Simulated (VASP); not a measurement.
Wanted: the native input for a VASP 6.6.1 run.

```
Task                    : density of states
Functional              : PBE
Potentials or basis     : VASP PAW PBE potentials, release 64 (Be)
Cutoff                  : 520 eV
k mesh                  : 19 × 19 × 11
Occupations             : fermi-dirac, width 0.08 eV
Spin                    : no spin polarisation
Dipole correction       : no
k mesh for the DOS      : 29 × 29 × 17
Occupations for the DOS : tetrahedron
Further INCAR settings  : ALGO = Normal; EDIFF = 1e-06; NBANDS = 9
```

The system is Be.

```xyz
2
Lattice="1.6527 0.0000 0.0000 -0.8263 1.4313 0.0000 0.0000 0.0000 2.6730" Properties=species:S:1:pos:R:3 pbc="T T T"
Be    0.0000    0.9542    0.6683
Be    0.8263    0.4771    2.0048
```

This cell differs from its parent crystal: volume scaled by 0.4.

The input as run:

POSCAR

```
Be
1.0
    1.6526820431      0.0000000000      0.0000000000
   -0.8263410215      1.4312646337      0.0000000000
    0.0000000000      0.0000000000      2.6730495382
Be
2
Direct
    0.3333333333      0.6666666667      0.2500000000
    0.6666666667      0.3333333333      0.7500000000
```

INCAR.step1

```
PREC = Accurate ; ENCUT = 520
EDIFF = 1E-6 ; ISMEAR = -1
SIGMA = 0.08 ; LREAL = False
LASPH = True ; NELM = 60
ALGO = Normal ; ISIF = 2
LWAVE = False ; LCHARG = True
GGA = PE ; NBANDS = 9
```

KPOINTS.step1

```
Automatic mesh
0
Gamma
  19 19 11
```

INCAR.step2

```
PREC = Accurate ; ENCUT = 520
EDIFF = 1E-6 ; ISMEAR = -5
SIGMA = 0.08 ; LREAL = False
LASPH = True ; NELM = 60
ALGO = Normal ; ISIF = 2
LWAVE = False ; LCHARG = False
GGA = PE ; LORBIT = 10
NBANDS = 9 ; NEDOS = 1001
ICHARG = 11
```

KPOINTS.step2

```
Automatic mesh
0
Gamma
  29 29 17
```

Potentials or basis: VASP PAW PBE potentials, release 64 (Be).

The run is started by

```console
$ cat potpaw_PBE.64/Be/POTCAR > POTCAR
$ cp INCAR.step1 INCAR
$ cp KPOINTS.step1 KPOINTS
$ mpirun -np 1 vasp_std > vasp.out
$ cp INCAR.step2 INCAR
$ cp KPOINTS.step2 KPOINTS
$ mpirun -np 1 vasp_std > vasp.out
```

Wall time 13 s on 1 thread of Intel(R) Xeon(R) 6975P-C (Granite Rapids), on a shared host, peak memory 0.16 GiB.
